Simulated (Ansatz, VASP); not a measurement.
Two plane-wave programs on Ti

```xyz
1
Lattice="0.0000 2.0601 2.0601 2.0601 0.0000 2.0601 2.0601 2.0601 0.0000" Properties=species:S:1:pos:R:3 pbc="T T T"
Ti    0.0000    0.0000    0.0000
```

Alike in both runs: functional PBE; k mesh 20 × 20 × 20; occupations fermi-dirac, width 0.15 eV; no spin polarisation.

Ansatz relaxed the structure, and its values are those at the end. VASP's run is a single point on that final structure, the one shown.

|  | VASP | Ansatz |
| --- | --- | --- |
| version | VASP 6.6.1 | Ansatz 0.2.0 |
| potentials or method | VASP PAW PBE potentials, release 64 (Ti_sv), cutoff 520 eV | scalar-relativistic, plane waves, PAW |
| valence electrons in the cell | 12 | 12 |

```tsv
	VASP	Ansatz	Ansatz less VASP
gap on the k mesh at the Fermi level (eV)	none	none	-
pressure (GPa)	-0.3	0.0	+0.26
```

A gap of «none» marks a metal or a gap that the smearing closes. With one functional, cell and mesh, what is left measures potentials, basis and numerics.
